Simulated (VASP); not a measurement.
# O in VASP: notebook, part 2 of 2

VASP 6.6.1.

## Step 3: Single point, PBE+D3(BJ), collinear spin, ferromagnetic start

INCAR reads:

```
PREC = Accurate ; ENCUT = 1000
EDIFF = 1E-6 ; ISMEAR = -1
SIGMA = 0.02 ; LREAL = Auto
LASPH = T ; NELM = 200
ALGO = Normal ; ISIF = 2
LWAVE = F ; LCHARG = F
ISPIN = 2 ; MAGMOM = 0.56 0.56 0.56 0.56 0.56 0.56 0.56 0.56 0.56 0.56 0.56 0.56 0.56 0.56 0.56 0.56
LORBIT = 11 ; GGA = PE
IVDW = 12 ; NBANDS = 66
GGA_COMPAT = F
```

KPOINTS reads:

```
regular mesh
0
Gamma
  1 1 1
```

POSCAR reads:

```
O
1.0
    7.8772940000      0.0000000000      0.0000000000
    0.0000000000      7.8772940000      0.0000000000
    0.0000000000      0.0000000000      7.8772940000
O
16
Direct
    0.1411779223      0.5669205694      1.0514524404
    0.1114215110      0.5725697175      0.9019594800
    0.3811841985      0.2833714217      0.2583374443
    0.4017750258      0.3861732214      0.1478045633
    0.0108666758      0.2714764740      0.7309743676
    0.0680817550      0.1304889725      0.7462714988
    0.0588400027      0.7774497181      0.4523380745
    0.1227071124      0.8907373522      0.3636527975
    0.7572905112      0.1420919417      0.9860365755
    0.8169810597     -0.0017645653      0.9612184083
    0.4213502759      0.8797437293      0.9067961663
    0.4904349133      0.9501105329      0.7812200484
    0.6098667893      0.1503562010      0.5077378095
    0.7209455430      0.1828292812      0.4023208985
    0.3792546019      0.7398225837      0.5238474024
    0.3490792650      0.6305718690      0.4158280750
```

Potentials or basis: VASP PAW PBE potentials, release 64 (O_h).

Launch:

```sh
cat potpaw_PBE.64/O_h/POTCAR > POTCAR
mpirun -np 1 vasp_gam > vasp.out
```

Run time: 3.8 min. Hardware: 1 thread of Intel Xeon 6975P-C (Granite Rapids), shared host; peak memory 1.4 GiB.

Results (log left out):

```yaml
Free_energy: -80.3164 eV
Pressure: 0.0 GPa
Largest_force: 2.514 eV/Å
Net_moment: 16.00 μB per cell
Site_moments: O +0.62 μB
Valence_electrons_inside_the_program's_atomic_spheres: O 3.32, 3.29, 3.28, 3.30 (each value once)
Dispersion_energy_per_atom: -0.024 eV
```

Forces in eV/Å, atoms in the order of the input:
```
O    0.028  0.125  1.233
O   -0.243  0.154 -1.287
O   -0.266 -0.979  0.957
O    0.432  0.756 -1.017
O   -0.371  0.935 -0.225
O    0.532 -0.941 -0.001
O    0.112  1.241 -0.844
O   -0.845 -0.880  0.708
O    0.563 -1.428 -0.169
O   -0.649  1.363  0.384
O    1.019  1.062 -1.872
O   -1.113 -1.056  1.991
O    0.780  0.205 -0.639
O   -0.660 -0.218  0.672
O    0.147 -0.932 -0.663
O    0.536  0.593  0.772
```

Stress tensor (GPa, compression positive):
```
 0.34 -0.60  0.86
-0.60 -0.30 -0.03
 0.86 -0.03 -0.09
```

Levels at points of the mesh, in eV from the Fermi level:
Spin up:
| k point | band 53 | band 54 | band 55 | band 56 | band 57 | band 58 | band 59 | band 60 |
| --- | --- | --- | --- | --- | --- | --- | --- | --- |
| (0.00, 0.00, 0.00) | -0.77 | -0.72 | -0.68 | -0.52 | 4.87 | 6.22 | 6.50 | 6.53 |
Spin down:
| k point | band 36 | band 37 | band 38 | band 39 | band 40 | band 41 | band 42 | band 43 | band 44 | band 45 |
| --- | --- | --- | --- | --- | --- | --- | --- | --- | --- | --- |
| (0.00, 0.00, 0.00) | -5.36 | -5.31 | -5.26 | -5.04 | -4.71 | 0.88 | 0.93 | 0.98 | 1.04 | 1.06 |

Caveat: the k points lie up to 0.80 Å⁻¹ apart.

## Step 4: Single point, PBE+D3(BJ), collinear spin, ferromagnetic start

INCAR reads:

```
PREC = Accurate
ENCUT = 1000
EDIFF = 1E-6
ISMEAR = -1
SIGMA = 0.02
LREAL = Auto
LASPH = T
NELM = 200
ALGO = Normal
ISIF = 2
LWAVE = F
LCHARG = T
ISPIN = 2
MAGMOM = 1 1 1 1 1 1 1 1 1 1 1 1 1 1 1 1
LORBIT = 11
GGA = PE
IVDW = 12
LELF = T
LVHAR = T
NBANDS = 66
GGA_COMPAT = F
```

KPOINTS is that of step 3.

POSCAR reads:

```
O
1.0
    7.8772940000      0.0000000000      0.0000000000
    0.0000000000      7.8772940000      0.0000000000
    0.0000000000      0.0000000000      7.8772940000
O
16
Direct
   -0.0101557718      0.5025202817      1.0905267723
    0.0949818554      0.5701958058      0.9959638424
    0.3674231278      0.2506952261      0.2091200354
    0.3239310352      0.3287423321      0.0771203919
    0.1337515142      0.1706042710      0.7056357170
    0.1412794800      0.0117553058      0.6966351643
   -0.0285884975      0.7797728509      0.4274818231
    0.0420575898      0.8761892091      0.3190943489
    0.7229766973      0.1160296924      1.0203503894
    0.8693467579      0.0959212643      1.0240826355
    0.3299737194      0.8532752491      0.9209380785
    0.4735636375      0.9179294311      0.9111504534
    0.6834072716      0.1389055683      0.3846498556
    0.8100751349      0.1414825954      0.4785653551
    0.4785653551      0.7466523403      0.4324200671
    0.3804732945      0.6480905753      0.3577116710
```

Potentials or basis: VASP PAW PBE potentials, release 64 (O_h).

Launch:

```sh
cat potpaw_PBE.64/O_h/POTCAR > POTCAR
mpirun -np 1 vasp_gam > vasp.out
```

OUTCAR:

```text
PREC = Accurate
   ENCUT = 1000
   EDIFF = 1E-6
   ISMEAR = -1
   LREAL = Auto
   LASPH = T
   NELM = 200
   ISIF = 2
   ISPIN = 2
   LORBIT = 11
   GGA = PE
   IVDW = 12
 IVDW          = 12

 ion  position               nearest neighbor table
   1  0.990  0.503  0.091-   2 1.23
   2  0.095  0.570  0.996-   1 1.23
   3  0.367  0.251  0.209-   4 1.26
   4  0.324  0.329  0.077-   3 1.26
   5  0.134  0.171  0.706-   6 1.25
   6  0.141  0.012  0.697-   5 1.25
[... 376 lines left out ...]
      7.79729      3.95850      0.71311         0.703270      0.492766     -0.661897
      0.74820      4.49160      7.84550        -0.885456     -0.381953      0.612775
      2.89430      1.97480      1.64730        -0.649672      1.090990     -1.880446
      2.55170      2.58960      0.60750         0.758707     -1.247072      1.914679
      1.05360      1.34390      5.55850         0.111236     -2.184858     -0.129833
      1.11290      0.09260      5.48760        -0.228781      2.354139     -0.027774
[... 8 lines left out ...]
      3.76980      5.88160      3.40630        -0.992986     -0.990831     -0.755080
      2.99710      5.10520      2.81780         1.008302      0.997506      0.760675
 -----------------------------------------------------------------------------------
    total drift:                                0.001068      0.004630      0.002676

  FREE ENERGIE OF THE ION-ELECTRON SYSTEM (eV)
  ---------------------------------------------------
  free  energy   TOTEN  =       -80.3338997145 eV

  energy  without entropy=      -80.3338997145  energy(sigma->0) =      -80.33389971

 total charge

# of ion       s       p       d       tot
------------------------------------------
    1        1.091   2.206   0.000   3.297
    2        1.092   2.204   0.000   3.296
    3        1.094   2.190   0.000   3.283
    4        1.094   2.190   0.000   3.284
    5        1.093   2.191   0.000   3.284
    6        1.094   2.191   0.000   3.286
[... 8 lines left out ...]
   15        1.092   2.198   0.000   3.290
   16        1.092   2.198   0.000   3.291
--------------------------------------------------
tot         17.473  35.258   0.000  52.731

 magnetization (x)

# of ion       s       p       d       tot
------------------------------------------
    1        0.013   0.604   0.000   0.618
    2        0.014   0.612   0.000   0.626
    3        0.014   0.609   0.000   0.623
    4        0.014   0.609   0.000   0.622
    5        0.013   0.607   0.000   0.621
    6        0.014   0.612   0.000   0.626
[... 8 lines left out ...]
   15        0.014   0.608   0.000   0.622
   16        0.013   0.608   0.000   0.622
--------------------------------------------------
tot          0.218   9.731   0.000   9.950
```

Run time: 7.1 min. Hardware: 1 thread of Intel Xeon Platinum 8259CL at 2.50GHz (Skylake/Cascade Lake), shared host; peak memory 1.4 GiB.

What came out:

```yaml
Free_energy: -80.3339 eV
Pressure: -1.0 GPa
Largest_force: 4.739 eV/Å
Net_moment: 16.00 μB per cell
Site_moments: O +0.62, +0.63, +0.61 (each value once) μB
Valence_electrons_inside_the_program's_atomic_spheres: O 3.30, 3.28, 3.29, 3.27, 3.35 (each value once)
Dispersion_energy_per_atom: -0.024 eV
```

Forces in eV/Å, atoms in the order of the input:
```
O    0.703  0.493 -0.662
O   -0.885 -0.382  0.613
O   -0.650  1.091 -1.880
O    0.759 -1.247  1.915
O    0.111 -2.185 -0.130
O   -0.229  2.354 -0.028
O    1.355  1.814 -2.100
O   -1.339 -1.880  2.063
O   -4.528  0.750 -0.179
O    4.695 -0.633  0.123
O    1.534  0.489  0.084
O   -1.506 -0.720  0.046
O    1.240  0.022  0.995
O   -1.277  0.027 -0.864
O   -0.993 -0.991 -0.755
O    1.008  0.998  0.761
```

Stress tensor (GPa, compression positive):
```
 0.38 -1.15  0.15
-1.15 -1.81  0.71
 0.15  0.71 -1.57
```

Caveat: the k points lie up to 0.80 Å⁻¹ apart; the atoms stand as in a frame of molecular dynamics.

## Step 5: Overview

```tsv
cell	pressure (GPa)	moment (μB)	largest force (eV/Å)
as given, atomic positions A	0.9	16.00	2.94
as given, atomic positions B	0.0	16.00	2.51
as given, atomic positions C	-1.0	16.00	4.74
```

Alike in all rows: task single point; level PBE+D3(BJ); potentials or basis VASP PAW PBE potentials, release 64 (O_h); spin collinear, ferromagnetic start; k mesh 1 × 1 × 1; cutoff (eV) 1000; smearing fermi-dirac 0.02 eV.

Caveats: all runs use coarse meshes; the atoms stand as in a frame of molecular dynamics (at least some runs).

Absolute energies hang on the potentials; compare differences alone.
